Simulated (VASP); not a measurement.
Input of a VASP 6.6.1 run:

File INCAR:

```
PREC     = Accurate       # precision mode
ENCUT    = 520            # plane-wave cutoff, eV
EDIFF    = 1E-7           # SCF threshold, eV
ISMEAR   = 0              # smearing method
SIGMA    = 0.01           # smearing width, eV
LREAL    = Auto         
LASPH    = True           # aspherical terms in the spheres
NELM     = 60             # most SCF steps
ALGO     = Normal         # electronic algorithm
ISIF     = 2              # what is computed and relaxed
LWAVE    = False          # write WAVECAR
LCHARG   = False          # write CHGCAR
GGA      = PE             # functional
NBANDS   = 86             # bands
```

File KPOINTS:

```
Automatic mesh
0
Gamma
  1 1 1
  0.25 0.25 0.25
```

The input POSCAR:

```
MgO
1.0
   -4.2543812303      4.2543812303      4.2543812303
    4.2543812303     -4.2543812303      4.2543812303
    4.2543812303      4.2543812303     -4.2543812303
Mg O
16 16
Direct
    0.0000000000      0.0000000000      0.0000000000
    0.0000000000      0.2500000000      0.7500000000
    0.0000000000      0.5000000000      0.5000000000
    0.0000000000      0.7500000000      0.2500000000
    0.2500000000      0.0000000000      0.7500000000
    0.2500000000      0.2500000000      0.5000000000
    0.2500000000      0.5000000000      0.2500000000
    0.2500000000      0.7500000000      0.0000000000
    0.5000000000      0.0000000000      0.5000000000
    0.5000000000      0.2500000000      0.2500000000
    0.5000000000      0.5000000000      0.0000000000
    0.5000000000      0.7500000000      0.7500000000
    0.7500000000      0.0000000000      0.2500000000
    0.7500000000      0.2500000000      0.0000000000
    0.7500000000      0.5000000000      0.7500000000
    0.7500000000      0.7500000000      0.5000000000
    0.0000000000      0.0000000000      0.5000000000
    0.0000000000      0.2500000000      0.2500000000
    0.0000000000      0.5000000000      0.0000000000
    0.0000000000      0.7500000000      0.7500000000
    0.2500000000      0.0000000000      0.2500000000
    0.2500000000      0.2500000000      0.0000000000
    0.2500000000      0.5000000000      0.7500000000
    0.2500000000      0.7500000000      0.5000000000
    0.5000000000      0.0000000000      0.0000000000
    0.5000000000      0.2500000000      0.7500000000
    0.5000000000      0.5000000000      0.5000000000
    0.5000000000      0.7500000000      0.2500000000
    0.7500000000      0.0000000000      0.7500000000
    0.7500000000      0.2500000000      0.5000000000
    0.7500000000      0.5000000000      0.2500000000
    0.7500000000      0.7500000000      0.0000000000
```

Potentials or basis: VASP PAW PBE potentials, release 64 (Mg, O).

Command:

```console
$ cat potpaw_PBE.64/Mg/POTCAR potpaw_PBE.64/O/POTCAR > POTCAR
$ mpirun -np 1 vasp_std > vasp.out
```

Question: Estimate the band gap on the k mesh.

Answer: 7.13 eV.

Question: Predict the pressure.

Answer: -0.8 GPa.

Caveat: the k points lie up to 1.04 Å⁻¹ apart. PBE gaps usually lie below the measured ones, often by a third to a half.
